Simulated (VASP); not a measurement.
# Al2Cu (P4/mmm) in VASP: notebook, part 2 of 3

VASP 6.6.1. The steps go on from the part before.

## Step 3: Single point, PBEsol (strain +0.015 along x and y, +0.000 along z)

File INCAR:

```
SYSTEM = Al2Cu
PREC = Accurate
ENCUT = 520
EDIFF = 1E-7
ISMEAR = 0
SIGMA = 0.15
LREAL = .FALSE.
LASPH = .TRUE.
NELM = 100
ALGO = Fast
ISIF = 2
LWAVE = .FALSE.
LCHARG = .FALSE.
GGA = PS
NBANDS = 16
```

File KPOINTS:

```
regular mesh
0
G
  12 12 16
  0 0 0
```

File POSCAR:

```
Al2Cu
1.0
    4.1454347794      0.0000000000      0.0000000000
    0.0000000000      4.1454347794      0.0000000000
    0.0000000000      0.0000000000      2.8463947513
Al Cu
2 1
Direct
    0.5000000000      0.0000000000      0.5000000000
    0.0000000000      0.5000000000      0.5000000000
    0.0000000000      0.0000000000      0.0000000000
```

Potentials or basis: VASP PAW PBE potentials, release 64 (Al, Cu).

Run with:

```bash
cat potpaw_PBE.64/Al/POTCAR potpaw_PBE.64/Cu/POTCAR > POTCAR
mpirun -np 1 vasp_std > vasp.out
```

OUTCAR:

```text
SYSTEM = Al2Cu
   PREC = Accurate
   ENCUT = 520
   EDIFF = 1E-7
   ISMEAR = 0
   LREAL = .FALSE.
   LASPH = .TRUE.
   NELM = 100
   ISIF = 2
   GGA = PS

 ion  position               nearest neighbor table
   1  0.500  0.000  0.500-   3 2.51   3 2.51   3 2.51   3 2.51   2 2.93   2 2.93   2 2.93   2 2.93

   2  0.000  0.500  0.500-   3 2.51   3 2.51   3 2.51   3 2.51   1 2.93   1 2.93   1 2.93   1 2.93

   3  0.000  0.000  0.000-   1 2.51   2 2.51   1 2.51   2 2.51   2 2.51   2 2.51   1 2.51   1 2.51

  LATTYP: Found a simple tetragonal cell.
 ALAT       =     4.1454347794
 C/A-ratio  =     0.6866335868

  Lattice vectors:

 A1 = (   4.1454347794,   0.0000000000,   0.0000000000)
 A2 = (   0.0000000000,   4.1454347794,   0.0000000000)
 A3 = (   0.0000000000,   0.0000000000,   2.8463947513)

Analysis of symmetry for initial positions (statically):
=====================================================================
 Subroutine PRICEL returns:
 Original cell was already a primitive cell.

 Routine SETGRP: Setting up the symmetry group for a
 simple tetragonal supercell.

 Subroutine GETGRP returns: Found 16 space group operations
 (whereof 16 operations were pure point group operations)
 out of a pool of 16 trial point group operations.

The static configuration has the point symmetry D_4h.

Analysis of symmetry for dynamics (positions and initial velocities):
=====================================================================
 Subroutine PRICEL returns:
 Original cell was already a primitive cell.

 Routine SETGRP: Setting up the symmetry group for a
 simple tetragonal supercell.

 Subroutine GETGRP returns: Found 16 space group operations
 (whereof 16 operations were pure point group operations)
 out of a pool of 16 trial point group operations.

[... 114 lines left out ...]
   NUPDOWN=      -1.0000    fix difference up-down
   EMIN   =  10.00;   EMAX   =-10.00  energy-range for DOS
   EFERMI =   0.00;   METHOD = LEGACY
   ISMEAR =     0;   SIGMA  =   0.15  broadening in eV -4-tet -1-fermi 0-gaus
   EFERMI_NEDOS =   21; number of points for ismear=-14 and -15
   IALGO  =     68    algorithm
   IMIX   =      4    mixing-type and parameters
     AMIX     =   0.40;   BMIX     =  1.00
     AMIX_MAG =   1.60;   BMIX_MAG =  1.00
  volume/ion in A,a.u.               =      16.30       110.03
  Fermi-wavevector in a.u.,A,eV,Ry     =   1.151011  2.175095 18.025348  1.324826
  Thomas-Fermi vector in A             =   2.287671
   LORBIT       =      0    0 simple, 1 ext, 2 COOP (PROOUT), +10 PAW based schemes
   GGA     = PS    functional components
   LHFCALC =     F    Hartree Fock is set to
   AEXX    =    0.0000 exact exchange contribution
   IVDW    =     0    specifies the selected vdW correction
   LEPSILON=     F    determine dielectric tensor
   LRPA    =     F    only Hartree local field effects (RPA)
 non-spin polarized calculation
 RMM-DIIS sequential band-by-band and
 Gauss-broadening in eV      SIGMA  =   0.15
  energy-cutoff  :      520.00
  volume of cell :       48.91
 maximum number of plane-waves:      1344
 NGX is ok and might be reduce to    32
   NGX = 15   NGY = 15   NGZ = 11

 number of electron      16.9999989 magnetization

 Free energy of the ion-electron system (eV)
  ---------------------------------------------------
  ext. energy  EPLUGINS =         0.00000000
  ---------------------------------------------------
  free energy    TOTEN  =       -12.56260584 eV

  energy without entropy =      -12.55310068  energy(sigma->0) =      -12.55785326

 E-fermi :   7.0106     XC(G=0): -10.4686

 val. band max:        6.9947183780   @ k =   0.4167   0.0000   0.3125
 cond. band min:       7.0224926338   @ k =   0.5000   0.5000   0.5000
 fundamental gap:      0.0277742559
 Fermi energy:         7.0106235491

 k-point     1 :       0.0000    0.0000    0.0000
  band No.  band energies     occupation
      1      -3.4848      2.00000
      2       1.5633      2.00000
      3       2.1181      2.00000
      4       2.7764      2.00000
      5       3.0195      2.00000
      6       3.0195      2.00000
[... 433 lines left out ...]
      3       1.3345      2.00000
      4       2.1549      2.00000
      5       2.7159      2.00000
      6       2.9996      2.00000
[... 8 lines left out ...]
     15      17.5235      0.00000
     16      18.2063      0.00000

 [... further k-points ...]
[... 5 lines left out ...]
  --------------------------------------------------------------------------------------
  -------------------------------------------------------------------------------------
  Total       -0.9001596     -0.9001596     -0.6794017      0.0000000     -0.0000000      0.0000000
  in kB      -29.4845691    -29.4845691    -22.2536832      0.0000000     -0.0000000      0.0000000
  external PRESSURE =     -27.0742738 kB  Pullay stress =       0.0000000 kB

 VOLUME and BASIS-vectors are now :
 -----------------------------------------------------------------------------
  energy-cutoff  :      520.00
  volume of cell :       48.91
      direct lattice vectors                 reciprocal lattice vectors
     4.145434779  0.000000000  0.000000000     0.241229220  0.000000000  0.000000000
     0.000000000  4.145434779  0.000000000     0.000000000  0.241229220  0.000000000
     0.000000000  0.000000000  2.846394751     0.000000000  0.000000000  0.351321615

 POSITION                                       TOTAL-FORCE (eV/Angst)
 -----------------------------------------------------------------------------------
      2.07272      0.00000      1.42320         0.000000      0.000000      0.000000
      0.00000      2.07272      1.42320         0.000000      0.000000      0.000000
      0.00000      0.00000      0.00000         0.000000      0.000000      0.000000
 -----------------------------------------------------------------------------------
    total drift:                                0.000000      0.000000      0.000000

  FREE ENERGIE OF THE ION-ELECTRON SYSTEM (eV)
  ---------------------------------------------------
  free  energy   TOTEN  =       -12.5626058404 eV

  energy  without entropy=      -12.5531006809  energy(sigma->0) =      -12.55785326
```

OSZICAR:

```text
N       E                     dE             d eps       ncg     rms          rms(c)
DAV:   1     0.609255145928E+02    0.60926E+02   -0.68684E+03  8104   0.110E+03
DAV:   2    -0.121472488214E+02   -0.73073E+02   -0.64498E+02  8504   0.201E+02
DAV:   3    -0.148313872802E+02   -0.26841E+01   -0.26140E+01 11040   0.438E+01
[... 11 lines left out ...]
RMM:  15    -0.125626054030E+02   -0.22194E-04   -0.23618E-04 11984   0.102E-01    0.242E-02
RMM:  16    -0.125626094275E+02   -0.40245E-05   -0.31456E-05 11223   0.577E-02    0.344E-02
RMM:  17    -0.125626050827E+02    0.43448E-05   -0.13066E-05 10434   0.559E-02    0.163E-02
RMM:  18    -0.125626056824E+02   -0.59969E-06   -0.56186E-06 11247   0.239E-02    0.109E-02
RMM:  19    -0.125626057670E+02   -0.84636E-07   -0.12832E-06  8961   0.871E-03    0.980E-03
RMM:  20    -0.125626058404E+02   -0.73417E-07   -0.19485E-07  6128   0.475E-03
   1 F= -.12562606E+02 E0= -.12557853E+02  d E =-.950516E-02
```

It took 80 s on 1 thread of Intel Xeon 6975P-C (Granite Rapids), shared host; peak memory 0.31 GiB.

Results:

```yaml
Free_energy: -12.5626 eV
Pressure: -2.7 GPa
```

Stress tensor (GPa, compression positive):
```
-2.95  0.00  0.00
 0.00 -2.95  0.00
 0.00  0.00 -2.23
```

Caveat: the cell differs from its parent crystal (strain +0.015 along x and y, +0.000 along z); the PAW data sets were made with another functional, which shifts forces and pressure a little.

## Step 4: Single point, PBEsol (strain +0.030 along x and y, -0.015 along z)

File INCAR:

```
SYSTEM = Al2Cu
PREC     = Accurate       ! precision mode
ENCUT    = 520            ! plane-wave cutoff, eV
EDIFF    = 1E-7           ! SCF threshold, eV
ISMEAR   = 0              ! smearing method
SIGMA    = 0.15           ! smearing width, eV
LREAL    = .FALSE.        ! projectors in reciprocal space
LASPH    = .TRUE.         ! aspherical terms in the spheres
NELM     = 100            ! most SCF steps
ALGO     = Fast           ! electronic algorithm
ISIF     = 2              ! what is computed and relaxed
LWAVE    = .FALSE.        ! write WAVECAR
LCHARG   = .TRUE.         ! write CHGCAR
GGA      = PS             ! functional
LELF     = .TRUE.         ! ELF
LVHAR    = .TRUE.       
NBANDS   = 16             ! bands
```

KPOINTS is that of step 3.

File POSCAR:

```
Al2Cu
1.0
    4.2066973624      0.0000000000      0.0000000000
    0.0000000000      4.2066973624      0.0000000000
    0.0000000000      0.0000000000      2.8036988300
Al Cu
2 1
Direct
    0.5000000000      0.0000000000      0.5000000000
    0.0000000000      0.5000000000      0.5000000000
    0.0000000000      0.0000000000      0.0000000000
```

Run with:

```bash
cat potpaw_PBE.64/Al/POTCAR potpaw_PBE.64/Cu/POTCAR > POTCAR
mpirun -np 1 vasp_std > vasp.out
```

Wall time 94 s (1 thread of Intel Xeon 6975P-C (Granite Rapids), shared host); peak memory 0.3 GiB.

It converged, with:

| Quantity | Value |
| --- | --- |
| Free energy | -12.5372 eV |
| Pressure | -3.7 GPa |

Stress tensor (GPa, compression positive):
```
-4.85  0.00  0.00
 0.00 -4.85  0.00
 0.00  0.00 -1.49
```

Levels at points of the mesh, in eV from the Fermi level:
| k point | band 6 | band 7 | band 8 | band 9 | band 10 | band 11 | band 12 | band 13 |
| --- | --- | --- | --- | --- | --- | --- | --- | --- |
| (0.00, 0.00, 0.00) | -3.93 | -2.59 | -2.59 | -0.57 | 0.66 | 5.46 | 5.46 | 6.68 |
| (0.50, 0.00, 0.00) | -3.95 | -3.93 | -1.37 | 1.29 | 1.35 | 1.37 | 7.81 | 8.45 |
| (0.50, 0.50, 0.00) | -4.26 | -3.94 | -3.94 | -2.43 | 8.27 | 8.27 | 8.95 | 9.12 |
| (0.00, 0.00, 0.50) | -4.02 | -2.79 | 2.07 | 2.67 | 2.67 | 2.67 | 2.67 | 3.27 |
| (0.50, 0.00, 0.50) | -4.10 | -2.98 | -2.24 | -1.45 | 3.76 | 3.81 | 4.42 | 4.77 |
| (0.50, 0.50, 0.50) | -3.22 | -2.30 | -2.30 | -0.61 | -0.49 | 0.05 | 0.05 | 2.44 |

Caveat: the cell differs from its parent crystal (strain +0.030 along x and y, -0.015 along z); the PAW data sets were made with another functional, which shifts forces and pressure a little.

## Step 5: Single point, PBEsol (strain -0.030 along x and y, -0.030 along z)

File INCAR:

```
PREC = Accurate
ENCUT = 520
EDIFF = 1E-6
ISMEAR = 0
SIGMA = 0.15
LREAL = F
LASPH = T
NELM = 100
ALGO = Fast
ISIF = 2
LWAVE = F
LCHARG = T
GGA = PS
LELF = T
LVHAR = T
NBANDS = 16
```

File KPOINTS:

```
regular mesh
0
Gamma
  12 12 16
```

File POSCAR:

```
Al2Cu
1.0
    3.9616470306      0.0000000000      0.0000000000
    0.0000000000      3.9616470306      0.0000000000
    0.0000000000      0.0000000000      2.7610029088
Al Cu
2 1
Direct
    0.5000000000      0.0000000000      0.5000000000
    0.0000000000      0.5000000000      0.5000000000
    0.0000000000      0.0000000000      0.0000000000
```

Run with:

```bash
cat potpaw_PBE.64/Al/POTCAR potpaw_PBE.64/Cu/POTCAR > POTCAR
mpirun -np 1 vasp_std > vasp.out
```

Wall time 2.1 min (1 thread of Intel Xeon Platinum 8375C at 2.90GHz (Ice Lake), shared host); peak memory 0.29 GiB.

It converged, with:

```yaml
Free_energy: -12.4312 eV
Pressure: 11.6 GPa
```

Stress tensor (GPa, compression positive):
```
11.75  0.00  0.00
 0.00 11.75  0.00
 0.00  0.00 11.23
```

Levels at points of the mesh, in eV from the Fermi level:
```tsv
k point	band 6	band 7	band 8	band 9	band 10	band 11	band 12	band 13
(0.00, 0.00, 0.00)	-4.45	-2.66	-2.66	0.25	0.79	6.65	6.65	6.83
(0.50, 0.00, 0.00)	-4.48	-4.44	-1.26	1.64	1.76	2.27	8.29	8.66
(0.50, 0.50, 0.00)	-4.65	-4.47	-4.47	-2.65	8.80	8.80	10.11	10.88
(0.00, 0.00, 0.50)	-4.48	-3.19	2.69	2.69	2.80	2.92	2.92	3.15
(0.50, 0.00, 0.50)	-4.56	-3.41	-2.57	-1.62	3.99	4.07	4.86	5.76
(0.50, 0.50, 0.50)	-3.79	-2.49	-2.49	-0.93	-0.83	0.39	0.39	2.25
```

Caveat: the cell differs from its parent crystal (strain -0.030 along x and y, -0.030 along z); the PAW data sets were made with another functional, which shifts forces and pressure a little.

[end of part 2 of 3]
